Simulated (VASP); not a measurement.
**W: single point with BLYP+D4**

The system is W.

```
W
1.0
    -1.61338    1.61338    1.61338
     1.61338   -1.61338    1.61338
     1.61338    1.61338   -1.61338
W
1
Cartesian
  0.0000 0.0000 0.0000
```

- Program: VASP 6.6.1
- Task: single point
- Functional: BLYP
- Dispersion: D4
- Potentials or basis: VASP PAW PBE potentials, release 64 (W_sv)
- Cutoff: 520 eV
- k mesh: 12 × 12 × 12
- Occupations: fermi-dirac, width 0.05 eV
- Spin: no spin polarisation

```json
{
 "Pressure": "-12.6 GPa",
 "Band gap on the k mesh": "zero (band 7 reaches 15.84 eV, above the bottom of band 8 at 9.96 eV)",
 "Dispersion energy per atom": "-1.281 eV"
}
```

Levels at points of the mesh, in eV from the Fermi level:
| k point | band 4 | band 5 | band 6 | band 7 | band 8 | band 9 | band 10 | band 11 |
| --- | --- | --- | --- | --- | --- | --- | --- | --- |
| (0.00, 0.00, 0.00) | -37.66 | -9.05 | -1.15 | -1.15 | -1.15 | 2.14 | 2.14 | 14.63 |
| (0.50, 0.00, 0.00) | -37.67 | -5.78 | -3.28 | 0.86 | 1.98 | 2.86 | 5.61 | 10.22 |
| (0.50, 0.50, 0.50) | -38.43 | -5.27 | -5.27 | 4.72 | 4.72 | 4.72 | 8.07 | 8.07 |

Wall time 19 s on 1 thread of Intel Xeon 6975P-C, with other jobs on the host, peak memory 0.15 GiB.

Caveat: the PAW data sets were made with another functional, which shifts forces and pressure a little; spin-orbit coupling is left out, which moves the levels of the heavy elements; pairwise dispersion overbinds metals, which lowers pressure and volume.
